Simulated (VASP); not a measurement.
# SiO2 (P4_2/mnm) in VASP: notebook

SiO2 is run at these levels: PBEsol, PBE; tasks: vibrations by perturbation theory, dielectric tensor.

Program: VASP 6.6.1. These are calculated values, not measurements. Logs are shortened: lines on timing, memory, paths and dates and some standing lists are left out, and cuts for length are marked.

## Step 1: The cell of the first run

Symmetry: P4_2/mnm, No. 136, tetragonal system. The conventional cell has a = 4.195 Å, b = 4.195 Å, c = 2.678 Å, α = 90.00°, β = 90.00°, γ = 90.00°. Within 2.3 Å of Si (site symmetry mmm) lie 6 O at 1.77 to 1.82 Å. Within 2.3 Å of O (site symmetry m2m) lie 3 Si at 1.77 to 1.82 Å.

## Step 2: Vibrations by perturbation theory, PBEsol

File INCAR:

```
SYSTEM = SiO2
PREC = Accurate ; ENCUT = 520
EDIFF = 1E-8 ; ISMEAR = 0
SIGMA = 0.01 ; LREAL = .False.
LASPH = .True. ; NELM = 60
ALGO = Normal ; ISIF = 2
LWAVE = .False. ; LCHARG = .False.
GGA = PS ; IBRION = 8
NSW = 1 ; LEPSILON = .True.
```

File KPOINTS:

```
regular mesh
0
Gamma
  6 6 8
  0 0 0
```

File POSCAR:

```
SiO2
1.0
    4.1946332165      0.0000000000      0.0000000000
    0.0000000000      4.1946332165      0.0000000000
    0.0000000000      0.0000000000      2.6784529402
Si O
2 4
Direct
    0.0000000000      0.0000000000      0.0000000000
    0.5000000000      0.5000000000      0.5000000000
    0.3060615473      0.3060615473      0.0000000000
    0.1939384527      0.8060615473      0.5000000000
    0.8060615473      0.1939384527      0.5000000000
    0.6939384527      0.6939384527      0.0000000000
```

Potentials or basis: VASP PAW PBE potentials, release 64 (Si, O).

Command:

```
$ cat potpaw_PBE.64/Si/POTCAR potpaw_PBE.64/O/POTCAR > POTCAR
$ mpirun -np 1 vasp_std > vasp.out
```

OUTCAR:

```text
SYSTEM = SiO2
   PREC = Accurate
   ENCUT = 520
   EDIFF = 1E-8
   ISMEAR = 0
   LREAL = .False.
   LASPH = .True.
   NELM = 60
   ISIF = 2
   GGA = PS
   IBRION = 8
   NSW = 1
   LEPSILON = .True.

 ion  position               nearest neighbor table
   1  0.000  0.000  0.000-   4 1.77   5 1.77   4 1.77   5 1.77   3 1.82   6 1.82
   2  0.500  0.500  0.500-   3 1.77   6 1.77   3 1.77   6 1.77   5 1.82   4 1.82
   3  0.306  0.306  0.000-   2 1.77   2 1.77   1 1.82
   4  0.194  0.806  0.500-   1 1.77   1 1.77   2 1.82
   5  0.806  0.194  0.500-   1 1.77   1 1.77   2 1.82
   6  0.694  0.694  0.000-   2 1.77   2 1.77   1 1.82

  LATTYP: Found a simple tetragonal cell.
 ALAT       =     4.1946332165
 C/A-ratio  =     0.6385428241

  Lattice vectors:

 A1 = (   4.1946332165,   0.0000000000,   0.0000000000)
 A2 = (   0.0000000000,   4.1946332165,   0.0000000000)
 A3 = (   0.0000000000,   0.0000000000,   2.6784529402)

Analysis of symmetry for initial positions (statically):
=====================================================================
 Subroutine PRICEL returns:
 Original cell was already a primitive cell.

 Routine SETGRP: Setting up the symmetry group for a
 simple tetragonal supercell.

 Subroutine GETGRP returns: Found 16 space group operations
 (whereof  8 operations were pure point group operations)
 out of a pool of 16 trial point group operations.

The static configuration has the point symmetry D_2h.
 The point group associated with its full space group is D_4h.

Analysis of symmetry for dynamics (positions and initial velocities):
=====================================================================
 Subroutine PRICEL returns:
 Original cell was already a primitive cell.

 Routine SETGRP: Setting up the symmetry group for a
 simple tetragonal supercell.

 Subroutine GETGRP returns: Found 16 space group operations
 (whereof  8 operations were pure point group operations)
 out of a pool of 16 trial point group operations.

The dynamic configuration has the point symmetry D_2h.
 The point group associated with its full space group is D_4h.

 Subroutine INISYM returns: Found 16 space group operations
 (whereof  8 operations are pure point group operations),
 and found     1 'primitive' translations

----------------------------------------------------------------------------------------

[... 808 lines left out ...]
  --------------------------------------------------------------------------------
  x     0.00000     0.00000     0.00000     0.00000     0.00000     0.00000
  y     0.00000     0.00000     0.00000     0.00000     0.00000     0.00000
  z     0.00000     0.00000     0.00000     0.00000     0.00000     0.00000

 PIEZOELECTRIC TENSOR (including local field effects)  for field in x, y, z        (C/m^2)
          XX          YY          ZZ          XY          YZ          ZX
  --------------------------------------------------------------------------------
  x     0.00000     0.00000     0.00000     0.00000     0.00000     0.00000
  y     0.00000     0.00000     0.00000     0.00000     0.00000     0.00000
  z     0.00000     0.00000     0.00000     0.00000     0.00000     0.00000

 BORN EFFECTIVE CHARGES (including local field effects) (in |e|, cummulative output)
 ---------------------------------------------------------------------------------
 ion    1
    1     3.79688     0.37934     0.00000
    2     0.37934     3.79688     0.00000
    3     0.00000     0.00000     4.04278
 ion    2
    1     3.79688    -0.37934     0.00000
    2    -0.37934     3.79688     0.00000
    3     0.00000     0.00000     4.04278
 ion    3
    1    -1.89844    -0.57046     0.00000
    2    -0.57046    -1.89844     0.00000
    3     0.00000     0.00000    -2.02139
 ion    4
    1    -1.89844     0.57046     0.00000
    2     0.57046    -1.89844     0.00000
    3     0.00000     0.00000    -2.02139
 ion    5
    1    -1.89844     0.57046     0.00000
    2     0.57046    -1.89844     0.00000
    3     0.00000     0.00000    -2.02139
 ion    6
    1    -1.89844    -0.57046     0.00000
    2    -0.57046    -1.89844     0.00000
    3     0.00000     0.00000    -2.02139

 INTERNAL STRAIN TENSOR FOR ION    6 for displacements in x,y,z  (eV/Angst):
          X           Y           Z          XY          YZ          ZX
  --------------------------------------------------------------------------------
  x    -9.03052    -4.37233    -0.85908    -2.01800     0.00000     0.00000
  y    -4.37233    -9.03052    -0.85908    -2.00831     0.00000     0.00000
  z     0.00000     0.00000     0.00000     0.00000    -2.86401    -3.31850

 SECOND DERIVATIVES (NOT SYMMETRIZED)
 ------------------------------------
               1X          1Y          1Z          2X          2Y          2Z          3X          3Y          3Z          4X          4Y          4Z          5X          5Y          5Z          6X          6Y          6Z
  1X   -31.125134    8.463953    0.000000   14.819347   -0.011456    0.000000    0.544066    0.738911    0.000000    7.608827   -4.965160    0.000000    7.608827   -4.965160    0.000000    0.544066    0.738911    0.000000
  1Y     8.463953  -31.125134    0.000000   -0.011456   14.819347    0.000000    0.738911    0.544066    0.000000   -4.965160    7.608827    0.000000   -4.965160    7.608827    0.000000    0.738911    0.544066    0.000000
  1Z     0.000000    0.000000  -23.430446    0.000000    0.000000   -0.121897    0.000000    0.000000    1.295655    0.000000    0.000000   10.480517    0.000000    0.000000   10.480517    0.000000    0.000000    1.295655
  2X    14.819347    0.011456    0.000000  -31.125134   -8.463953    0.000000    7.608827    4.965160    0.000000    0.544066   -0.738911    0.000000    0.544066   -0.738911    0.000000    7.608827    4.965160    0.000000
  2Y     0.011456   14.819347    0.000000   -8.463953  -31.125134    0.000000    4.965160    7.608827    0.000000   -0.738911    0.544066    0.000000   -0.738911    0.544066    0.000000    4.965160    7.608827    0.000000
  2Z     0.000000    0.000000   -0.121897    0.000000    0.000000  -23.430446    0.000000    0.000000   10.480517    0.000000    0.000000    1.295655    0.000000    0.000000    1.295655    0.000000    0.000000   10.480517
  3X     0.553514    0.734367    0.000000    7.599500    4.970989    0.000000  -21.815782  -10.442527    0.000000    0.080160    0.197337    0.000000    8.959931   -0.195120    0.000000    4.622676    4.734953    0.000000
  3Y     0.734367    0.553514    0.000000    4.970989    7.599500    0.000000  -10.442527  -21.815782    0.000000   -0.195120    8.959931    0.000000    0.197337    0.080160    0.000000    4.734953    4.622676    0.000000
  3Z     0.000000    0.000000    1.282754    0.000000    0.000000   10.470868    0.000000    0.000000  -19.785395    0.000000    0.000000    4.111865    0.000000    0.000000    4.111865    0.000000    0.000000   -0.191957
  4X     7.599500   -4.970989    0.000000    0.553514   -0.734367    0.000000    0.080160   -0.197337    0.000000  -21.815782   10.442527    0.000000    4.622676   -4.734953    0.000000    8.959931    0.195120    0.000000
  4Y    -4.970989    7.599500    0.000000   -0.734367    0.553514    0.000000    0.195120    8.959931    0.000000   10.442527  -21.815782    0.000000   -4.734953    4.622676    0.000000   -0.197337    0.080160    0.000000
  4Z     0.000000    0.000000   10.470868    0.000000    0.000000    1.282754    0.000000    0.000000    4.111865    0.000000    0.000000  -19.785395    0.000000    0.000000   -0.191957    0.000000    0.000000    4.111865
  5X     7.599500   -4.970989    0.000000    0.553514   -0.734367    0.000000    8.959931    0.195120    0.000000    4.622676   -4.734953    0.000000  -21.815782   10.442527    0.000000    0.080160   -0.197337    0.000000
  5Y    -4.970989    7.599500    0.000000   -0.734367    0.553514    0.000000   -0.197337    0.080160    0.000000   -4.734953    4.622676    0.000000   10.442527  -21.815782    0.000000    0.195120    8.959931    0.000000
  5Z     0.000000    0.000000   10.470868    0.000000    0.000000    1.282754    0.000000    0.000000    4.111865    0.000000    0.000000   -0.191957    0.000000    0.000000  -19.785395    0.000000    0.000000    4.111865
  6X     0.553514    0.734367    0.000000    7.599500    4.970989    0.000000    4.622676    4.734953    0.000000    8.959931   -0.195120    0.000000    0.080160    0.197337    0.000000  -21.815782  -10.442527    0.000000
  6Y     0.734367    0.553514    0.000000    4.970989    7.599500    0.000000    4.734953    4.622676    0.000000    0.197337    0.080160    0.000000   -0.195120    8.959931    0.000000  -10.442527  -21.815782    0.000000
  6Z     0.000000    0.000000    1.282754    0.000000    0.000000   10.470868    0.000000    0.000000   -0.191957    0.000000    0.000000    4.111865    0.000000    0.000000    4.111865    0.000000    0.000000  -19.785395

 Eigenvectors and eigenvalues of the dynamical matrix
 ----------------------------------------------------

   1 f  =   27.880409 THz   175.177775 2PiTHz  929.990332 cm-1   115.304054 meV
             X         Y         Z           dx          dy          dz
      0.000000  0.000000  0.000000     0.000000   -0.000000   -0.000000
      2.097317  2.097317  1.339226     0.000000    0.000000    0.000000
      1.283816  1.283816  0.000000     0.353553    0.353553    0.000000
      0.813501  3.381133  1.339226     0.353553   -0.353553    0.000000
      3.381133  0.813501  1.339226    -0.353553    0.353553    0.000000
      2.910817  2.910817  0.000000    -0.353553   -0.353553    0.000000
[... 145 lines left out ...]
  18 f/i=    0.009375 THz     0.058905 2PiTHz    0.312718 cm-1     0.038772 meV
             X         Y         Z           dx          dy          dz
      0.000000  0.000000  0.000000    -0.000000   -0.000000   -0.483189
      2.097317  2.097317  1.339226    -0.000000   -0.000000   -0.483189
      1.283816  1.283816  0.000000    -0.000000   -0.000000   -0.365053
      0.813501  3.381133  1.339226    -0.000000   -0.000000   -0.365053
      3.381133  0.813501  1.339226    -0.000000   -0.000000   -0.365053
      2.910817  2.910817  0.000000    -0.000000   -0.000000   -0.365053

--------------------------------------------------------------------------------------------------------

 MACROSCOPIC STATIC DIELECTRIC TENSOR IONIC CONTRIBUTION
 ------------------------------------------------------
           8.008871     0.000000    -0.000000
           0.000000     8.008871    -0.000000
          -0.000000    -0.000000     5.332446
 ------------------------------------------------------

 ELASTIC MODULI CONTR FROM IONIC RELAXATION (kBar)
 Direction    XX          YY          ZZ          XY          YZ          ZX
 --------------------------------------------------------------------------------
 XX        -909.5583    154.2873    -48.4104      0.0000      0.0000     -0.0000
 YY         154.2873   -909.5583    -48.4104      0.0000     -0.0000      0.0000
 ZZ         -48.4104    -48.4104     -6.2059      0.0000     -0.0000      0.0000
 XY           0.0000      0.0000      0.0000    -21.6607     -0.0000     -0.0000
 YZ           0.0000     -0.0000     -0.0000     -0.0000    -56.9296     -0.0000
 ZX          -0.0000      0.0000      0.0000     -0.0000     -0.0000    -76.4311
 --------------------------------------------------------------------------------

 PIEZOELECTRIC TENSOR IONIC CONTR  for field in x, y, z        (C/m^2)
          XX          YY          ZZ          XY          YZ          ZX
  --------------------------------------------------------------------------------
  x     0.00000    -0.00000    -0.00000    -0.00000     0.00000    -0.00000
  y     0.00000     0.00000     0.00000     0.00000    -0.00000     0.00000
  z     0.00000    -0.00000    -0.00000     0.00000    -0.00000    -0.00000
```

It took 4.7 min on 1 thread of Intel Xeon 6975P-C (Granite Rapids), shared host; peak memory 0.45 GiB.

Results:

* Electronic dielectric tensor (diagonal): 3.40, 3.40, 3.58
* Born charges (mean of the diagonal): Si +3.88; O -1.94 e
* Highest phonon frequency at Γ, LO-TO splitting left out: 930 cm⁻¹

Phonon frequencies in cm⁻¹ (negative: imaginary):
```tsv
q point	frequencies
(0.000, 0.000, 0.000)	0 0 0 217 378 453 453 566 566 577 577 579 654 741 750 814 814 930
```

Electronic dielectric tensor:
```
3.40 0.00 0.00
0.00 3.40 0.00
0.00 0.00 3.58
```

Born effective charge tensors (e):
atom 1, Si
```
3.80 0.38 0.00
0.38 3.80 0.00
0.00 0.00 4.04
```
atom 2, Si
```
 3.80 -0.38  0.00
-0.38  3.80  0.00
 0.00  0.00  4.04
```
atom 3, O
```
-1.90 -0.57  0.00
-0.57 -1.90  0.00
 0.00  0.00 -2.02
```
atom 4, O
```
-1.90  0.57  0.00
 0.57 -1.90  0.00
 0.00  0.00 -2.02
```
atom 5, O
```
-1.90  0.57  0.00
 0.57 -1.90  0.00
 0.00  0.00 -2.02
```
atom 6, O
```
-1.90 -0.57  0.00
-0.57 -1.90  0.00
 0.00  0.00 -2.02
```

(Part 1 of 2 ends here.)
